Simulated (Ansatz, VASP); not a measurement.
AlNi: VASP beside Ansatz

INCAR

```
SYSTEM = AlNi
PREC = Accurate
ENCUT = 520
EDIFF = 1E-6
ISMEAR = 0
SIGMA = 0.15
LREAL = .FALSE.
LASPH = .TRUE.
NELM = 100
ALGO = Fast
ISIF = 2
LWAVE = .FALSE.
LCHARG = .TRUE.
GGA = PS
LELF = .TRUE.
LVHAR = .TRUE.
NBANDS = 28
```

Contents of KPOINTS:

```
regular mesh
0
G
  15 15 5
  0 0 0
```

The input POSCAR:

```
AlNi
1.0
    0.0000000000     -2.8618233747      0.0000000000
    0.0000000000      0.0000000000     -2.8618233747
    8.8854701242     -1.1924264061     -1.1924264061
Al Ni
3 3
Direct
    0.9664501037     -0.0335498963      0.0805197512
    0.8322505183     -0.1677494817      0.4025987560
    0.6980509330     -0.3019490670      0.7246777608
    0.1309511403      0.1309511403      0.8857172632
    0.3993503110      0.3993503110      0.2415592536
    0.2651507257      0.2651507257      0.5636382584
```

Input for Ansatz:

```yaml
crystal:
  lattice:
    - [0.0, -2.8618233747, 0.0]
    - [0.0, 0.0, -2.8618233747]
    - [8.8854701242, -1.1924264061, -1.1924264061]
  atoms:
    - { symbol: Al, position: [0.9664501037, -0.0335498963, 0.0805197512] }
    - { symbol: Al, position: [0.8322505183, -0.1677494817, 0.402598756] }
    - { symbol: Al, position: [0.698050933, -0.301949067, 0.7246777608] }
    - { symbol: Ni, position: [0.1309511403, 0.1309511403, 0.8857172632] }
    - { symbol: Ni, position: [0.399350311, 0.399350311, 0.2415592536] }
    - { symbol: Ni, position: [0.2651507257, 0.2651507257, 0.5636382584] }
basis:
  ecutwfc: 520.0
kpoints:
  mp_grid: { grid: [15, 15, 5] }
hamiltonian:
  xc: pbesol
  pseudopotentials: { kind: paw, azcp: { folder: soft_1 } }
scf:
  occupations: { method: gaussian, width: 0.15 }
output:
  forces: true
  stress: true
  eigenvalues: true
```

Alike in both runs: task single point; functional PBEsol; k mesh 15 × 15 × 5; occupations gaussian, width 0.15 eV; no spin polarisation.

|  | VASP | Ansatz |
| --- | --- | --- |
| version | VASP 6.6.1 | Ansatz 0.2.0 |
| potentials or method | VASP PAW PBE potentials, release 64 (Al, Ni), cutoff 520 eV | scalar-relativistic, plane waves, PAW |
| valence electrons in the cell | 39 | 63 |

Ansatz gave:

| Property | Result |
| --- | --- |
| gap on the k mesh at the Fermi level (eV) | none |
| pressure (GPa) | 11.9 |
| traceless stress, the component that is largest in VASP (GPa) | 29.25 |
| rms of the force components (eV/Å) | 3.561 |

Question: What did VASP give for the same quantities?

Answer: gap on the k mesh at the Fermi level (eV): none; pressure (GPa): 11.7; traceless stress, the component that is largest in VASP (GPa): 29.00; rms of the force components (eV/Å): 3.533.

VASP's potentials were made for PBE, not for PBEsol, and Ansatz warns of the same on its side. Atom by atom the forces differ by 0.029 eV/Å (rms over components). A gap of «none» marks a metal or a gap that the smearing closes. With one functional, cell and mesh, what is left measures potentials, basis and numerics. VASP's potentials hold 39 valence electrons a cell and Ansatz's 63, so a difference there can come from the potentials and not from the codes.
